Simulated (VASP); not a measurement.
Write the native input for VASP 6.6.1 that does the following.

```yaml
Task: relaxation of cell and atoms
Functional: PBE
Potentials_or_basis: VASP PAW PBE potentials, release 64 (Mg, O)
Cutoff: 600 eV
k_mesh: 10 × 10 × 10
Occupations: gaussian, width 0.02 eV
Spin: no spin polarisation
Target_pressure: 23.2 GPa
Dipole_correction: no
Further_INCAR_settings: ALGO = Normal; EDIFF = 1e-07; IBRION = 2; EDIFFG = -0.002; NSW = 100; ISIF = 3
```

The structure of MgO (mix) lies in POSCAR:

```
MgO
1.0
    0.0000000000      2.0426643109      2.0426643109
    2.0426643109      0.0000000000      2.0426643109
    2.0426643109      2.0426643109      0.0000000000
Mg O
1 1
Direct
    0.0000000000      0.0000000000      0.0000000000
    0.5000000000      0.5000000000      0.5000000000
```

These files were run (other wordings do the same):

INCAR

```
SYSTEM = MgO
ALGO = Normal
EDIFF = 1E-7
EDIFFG = -0.002
ENCUT = 600
GGA = PE
GGA_COMPAT = .False.
IBRION = 2
ISIF = 3
ISMEAR = 0
LASPH = .True.
LCHARG = .False.
LREAL = .False.
LWAVE = .False.
NELM = 120
NELMIN = 4
NSW = 100
PREC = Accurate
PSTRESS = 232.0
SIGMA = 0.02
```

KPOINTS

```
k-points
0
Gamma
  10 10 10
  0 0 0
```

Potentials or basis: VASP PAW PBE potentials, release 64 (Mg, O).

Run with:

```bash
$ cat potpaw_PBE.64/Mg/POTCAR potpaw_PBE.64/O/POTCAR > POTCAR
$ mpirun -np 1 vasp_std > vasp.out
```

It gave:

```
Relaxed volume                                         : 8.49 Å³/atom
Relaxed cell                                           : a = 2.885 Å, b = 2.885 Å, c = 2.885 Å, α = 60.00°, β = 60.00°, γ = 60.00°
Space group after relaxing (to 0.05 Å)                 : Fm-3m (No. 225)
Energy change on relaxing (the enthalpy is what falls) : +4.8 meV/atom
Ionic steps                                            : 3
Pressure after relaxing                                : 23.2 GPa
Band gap on the k mesh                                 : 5.72 eV, direct
```

Caveat: the cell is relaxed towards a set pressure, so the enthalpy falls and the energy may rise.

Run time: 12 s on 1 thread of Intel(R) Xeon(R) Platinum 8259CL CPU @ 2.50GHz (Skylake/Cascade Lake), on a shared host, peak memory 0.15 GiB.
